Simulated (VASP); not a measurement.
# ZnO (P6_3/mmc) in VASP: further runs

The runs below take ZnO through single point, with LDA.

Program: VASP 6.6.1. These are calculated values, not measurements. Logs are shortened: lines on timing, memory, paths and dates and some standing lists are left out, and cuts for length are marked.

### 1 The cell of the first run

It takes space group P6_3/mmc (No. 194, hexagonal). The conventional cell has a = 3.387 Å, b = 3.387 Å, c = 7.237 Å, α = 90.00°, β = 90.00°, γ = 120.00°. Within 2.6 Å of Zn (site symmetry -6m2) lie 3 O at 1.96 Å. O (site symmetry -6m2) has 3 Zn at 1.96 Å within 2.6 Å.

### 2 Single point, LDA (strain +0.030 along x and y, +0.015 along z)

The input, INCAR:

```
PREC     = Accurate       # precision mode
ENCUT    = 520            # plane-wave cutoff, eV
EDIFF    = 1E-7           # SCF threshold, eV
ISMEAR   = 0              # smearing method
SIGMA    = 0.05           # smearing width, eV
LREAL    = False          # projectors in reciprocal space
LASPH    = True           # aspherical terms in the spheres
NELM     = 60             # most SCF steps
ALGO     = Normal         # electronic algorithm
ISIF     = 2              # what is computed and relaxed
LWAVE    = False          # write WAVECAR
LCHARG   = True           # write CHGCAR
GGA      = CA             # functional
LELF     = True           # ELF
LVHAR    = True         
NBANDS   = 26             # bands
```

The input, KPOINTS:

```
Automatic mesh
0
Gamma
  9 9 4
```

The input, POSCAR:

```
ZnO
1.0
    3.3866061734      0.0000000000      0.0000000000
   -1.6933030867      2.9328869788      0.0000000000
    0.0000000000      0.0000000000      7.2373979702
Zn O
2 2
Direct
    0.0000000000      0.0000000000      0.7500000000
    0.0000000000      0.0000000000      0.2500000000
    0.3333333333      0.6666666667      0.2500000000
    0.6666666667      0.3333333333      0.7500000000
```

Potentials or basis: VASP PAW LDA potentials, release 64 (Zn, O).

Command:

```bash
> cat potpaw_LDA.64/Zn/POTCAR potpaw_LDA.64/O/POTCAR > POTCAR
> mpirun -np 1 vasp_std > vasp.out
```

OUTCAR:

```text
PREC = Accurate
   ENCUT = 520
   EDIFF = 1E-7
   ISMEAR = 0
   LREAL = False
   LASPH = True
   NELM = 60
   ISIF = 2
   GGA = CA

 ion  position               nearest neighbor table
   1  0.000  0.000  0.750-   4 1.96   4 1.96   4 1.96
   2  0.000  0.000  0.250-   3 1.96   3 1.96   3 1.96
   3  0.333  0.667  0.250-   2 1.96   2 1.96   2 1.96
   4  0.667  0.333  0.750-   1 1.96   1 1.96   1 1.96

  LATTYP: Found a hexagonal cell.
 ALAT       =     3.3866061734
 C/A-ratio  =     2.1370651324

  Lattice vectors:

 A1 = (   3.3866061734,   0.0000000000,   0.0000000000)
 A2 = (  -1.6933030867,   2.9328869788,   0.0000000000)
 A3 = (   0.0000000000,   0.0000000000,   7.2373979702)

Analysis of symmetry for initial positions (statically):
=====================================================================
 Subroutine PRICEL returns:
 Original cell was already a primitive cell.

 Routine SETGRP: Setting up the symmetry group for a
 hexagonal supercell.

 Subroutine GETGRP returns: Found 24 space group operations
 (whereof 12 operations were pure point group operations)
 out of a pool of 24 trial point group operations.

The static configuration has the point symmetry D_3d.
 The point group associated with its full space group is D_6h.

Analysis of symmetry for dynamics (positions and initial velocities):
=====================================================================
 Subroutine PRICEL returns:
 Original cell was already a primitive cell.

 Routine SETGRP: Setting up the symmetry group for a
 hexagonal supercell.

 Subroutine GETGRP returns: Found 24 space group operations
 (whereof 12 operations were pure point group operations)
 out of a pool of 24 trial point group operations.

The dynamic configuration has the point symmetry D_3d.
 The point group associated with its full space group is D_6h.

 Subroutine INISYM returns: Found 24 space group operations
 (whereof 12 operations are pure point group operations),
 and found     1 'primitive' translations

----------------------------------------------------------------------------------------

                                     Primitive cell

  volume of cell :      71.8857

  direct lattice vectors                    reciprocal lattice vectors
[... 82 lines left out ...]
   PREC   = accura    normal or accurate (medium, high low for compatibility)
   ISTART =      0    job   : 0-new  1-cont  2-samecut
   ICHARG =      2    charge: 1-file 2-atom 10-const
   ISPIN  =      1    spin polarized calculation?
   LNONCOLLINEAR =      F non collinear calculations
   LSORBIT =      F    spin-orbit coupling
   LASPH  =      T    aspherical Exc in radial PAW
   ENCUT  =  520.0 eV  38.22 Ry    6.18 a.u.   6.30  6.30 13.46*2*pi/ulx,y,z
   NELM   =     60;   NELMIN=  2; NELMDL= -5     # of ELM steps
   EDIFF  = 0.1E-06   stopping-criterion for ELM
   LREAL  =      F    real-space projection
   EDIFFG = 0.1E-05   stopping-criterion for IOM
   NSW    =      0    number of steps for IOM
   IBRION =     -1    ionic relax: 0-MD 1-quasi-New 2-CG
   NFREE  =      0    steps in history (QN), initial steepest desc. (CG)
   ISIF   =      2    stress and relaxation
   ISYM   =      2    0-nonsym 1-usesym 2-fastsym
   POTIM  = 0.5000    time-step for ionic-motion
   TEBEG  =    0.0;   TEEND  =   0.0 temperature during run
   PSTRESS=    0.0 pullay stress
   NELECT =      36.0000    total number of electrons
   NUPDOWN=      -1.0000    fix difference up-down
   EMIN   =  10.00;   EMAX   =-10.00  energy-range for DOS
   EFERMI =   0.00;   METHOD = LEGACY
   ISMEAR =     0;   SIGMA  =   0.05  broadening in eV -4-tet -1-fermi 0-gaus
   EFERMI_NEDOS =   21; number of points for ismear=-14 and -15
   IALGO  =     38    algorithm
   IMIX   =      4    mixing-type and parameters
     AMIX     =   0.40;   BMIX     =  1.00
     AMIX_MAG =   1.60;   BMIX_MAG =  1.00
  volume/ion in A,a.u.               =      17.97       121.28
  Fermi-wavevector in a.u.,A,eV,Ry     =   1.300054  2.456746 22.995768  1.690141
  Thomas-Fermi vector in A             =   2.431278
   LORBIT       =      0    0 simple, 1 ext, 2 COOP (PROOUT), +10 PAW based schemes
   GGA     = CA    functional components
   LHFCALC =     F    Hartree Fock is set to
   AEXX    =    0.0000 exact exchange contribution
   IVDW    =     0    specifies the selected vdW correction
   LEPSILON=     F    determine dielectric tensor
   LRPA    =     F    only Hartree local field effects (RPA)
 non-spin polarized calculation
 Gauss-broadening in eV      SIGMA  =   0.05
  energy-cutoff  :      520.00
  volume of cell :       71.89
 maximum number of plane-waves:      1983
 NGX is ok and might be reduce to    28
   NGX = 13   NGY = 13   NGZ = 27

 number of electron      36.0000040 magnetization

 Free energy of the ion-electron system (eV)
  ---------------------------------------------------
  ext. energy  EPLUGINS =         0.00000000
  ---------------------------------------------------
  free energy    TOTEN  =       -19.37203369 eV

  energy without entropy =      -19.37203369  energy(sigma->0) =      -19.37203369

 E-fermi :  -1.4345     XC(G=0):  -9.1984

 val. band max:       -1.7330202112   @ k =   0.0000   0.0000   0.0000
 cond. band min:      -1.0170349125   @ k =   0.0000   0.0000   0.0000
 fundamental gap:      0.7159852987
 Fermi energy:        -1.4345371289

 k-point     1 :       0.0000    0.0000    0.0000
  band No.  band energies     occupation
      1     -18.2480      2.00000
      2     -18.1727      2.00000
      3      -7.4647      2.00000
      4      -7.4647      2.00000
      5      -7.4515      2.00000
      6      -7.4515      2.00000
[... 685 lines left out ...]
     25       7.8638      0.00000
     26       8.1891      0.00000

 [... further k-points ...]
[... 5 lines left out ...]
  --------------------------------------------------------------------------------------
  -------------------------------------------------------------------------------------
  Total       -8.4657017     -8.4657017     -0.8014182      0.0000000      0.0000000      0.0000000
  in kB     -188.6822584   -188.6822585    -17.8618851      0.0000000      0.0000000      0.0000000
  external PRESSURE =    -131.7421340 kB  Pullay stress =       0.0000000 kB

 VOLUME and BASIS-vectors are now :
 -----------------------------------------------------------------------------
  energy-cutoff  :      520.00
  volume of cell :       71.89
      direct lattice vectors                 reciprocal lattice vectors
     3.386606173  0.000000000  0.000000000     0.295280865  0.170480487  0.000000000
    -1.693303087  2.932886979  0.000000000     0.000000000  0.340960974  0.000000000
     0.000000000  0.000000000  7.237397970     0.000000000  0.000000000  0.138171205

 POSITION                                       TOTAL-FORCE (eV/Angst)
 -----------------------------------------------------------------------------------
      0.00000      0.00000      5.42805        -0.000000     -0.000000     -0.000000
      0.00000      0.00000      1.80935        -0.000000     -0.000000     -0.000000
     -0.00000      1.95526      1.80935         0.000000     -0.000000      0.000000
      1.69330      0.97763      5.42805        -0.000000      0.000000     -0.000000
 -----------------------------------------------------------------------------------
    total drift:                                0.000000     -0.000000      0.000000

  FREE ENERGIE OF THE ION-ELECTRON SYSTEM (eV)
  ---------------------------------------------------
  free  energy   TOTEN  =       -19.3720336903 eV

  energy  without entropy=      -19.3720336903  energy(sigma->0) =      -19.37203369
```

It took 30 s on 1 thread of Intel Xeon 6975P-C (Granite Rapids), shared host; peak memory 0.19 GiB.

What came out:

* Free energy: -19.3720 eV
* Pressure: -13.2 GPa
* Band gap on the k mesh: 0.72 eV, direct

Stress tensor (GPa, compression positive):
```
-18.87   0.00   0.00
  0.00 -18.87   0.00
  0.00   0.00  -1.79
```

Levels at points of the mesh, in eV from the valence-band top:
```tsv
k point	band 15	band 16	band 17	band 18	band 19	band 20	band 21	band 22
(0.00, 0.00, 0.00)	-0.01	-0.01	0.00	0.00	0.72	3.04	5.14	10.60
(0.00, 0.00, 0.50)	0.00	0.00	0.00	0.00	1.80	1.80	7.06	7.06
```

Caveat: the cell differs from its parent crystal (strain +0.030 along x and y, +0.015 along z).

### 3 Single point, LDA (strain +0.030 along x and y, +0.030 along z)

The input, INCAR:

```
SYSTEM = ZnO
PREC     = Accurate       ! precision mode
ENCUT    = 520            ! plane-wave cutoff, eV
EDIFF    = 1E-7           ! SCF threshold, eV
ISMEAR   = 0              ! smearing method
SIGMA    = 0.05           ! smearing width, eV
LREAL    = .FALSE.        ! projectors in reciprocal space
LASPH    = .TRUE.         ! aspherical terms in the spheres
NELM     = 100            ! most SCF steps
ALGO     = Normal         ! electronic algorithm
ISIF     = 2              ! what is computed and relaxed
LWAVE    = .FALSE.        ! write WAVECAR
LCHARG   = .FALSE.        ! write CHGCAR
GGA      = CA             ! functional
NBANDS   = 26             ! bands
```

The input, KPOINTS:

```
regular mesh
0
G
  9 9 4
  0 0 0
```

POSCAR: that of step 2 with these lines changed.

```diff
@@ -4,3 +4,3 @@
    -1.6933030867      2.9328869788      0.0000000000
-    0.0000000000      0.0000000000      7.2373979702
+    0.0000000000      0.0000000000      7.3443545905
 Zn O
```

Potentials or basis: VASP PAW LDA potentials, release 64 (Zn, O).

Command:

```bash
> cat potpaw_LDA.64/Zn/POTCAR potpaw_LDA.64/O/POTCAR > POTCAR
> mpirun -np 1 vasp_std > vasp.out
```

Run time: 30 s. Hardware: 1 thread of Intel Xeon 6975P-C (Granite Rapids), shared host; peak memory 0.19 GiB.

The run converged. Its results:

| Item | Value |
| --- | --- |
| Free energy | -19.3613 eV |
| Pressure | -13.0 GPa |
| Band gap on the k mesh | 0.74 eV, direct |

Stress tensor (GPa, compression positive):
```
-18.61   0.00   0.00
  0.00 -18.61   0.00
  0.00   0.00  -1.70
```

Levels at points of the mesh, in eV from the valence-band top:
| k point | band 15 | band 16 | band 17 | band 18 | band 19 | band 20 | band 21 | band 22 |
| --- | --- | --- | --- | --- | --- | --- | --- | --- |
| (0.00, 0.00, 0.00) | -0.01 | -0.01 | 0.00 | 0.00 | 0.74 | 2.97 | 5.10 | 10.39 |
| (0.00, 0.00, 0.50) | 0.00 | 0.00 | 0.00 | 0.00 | 1.77 | 1.77 | 6.95 | 6.95 |

Caveat: the cell differs from its parent crystal (strain +0.030 along x and y, +0.030 along z). A k mesh can miss the band edges.
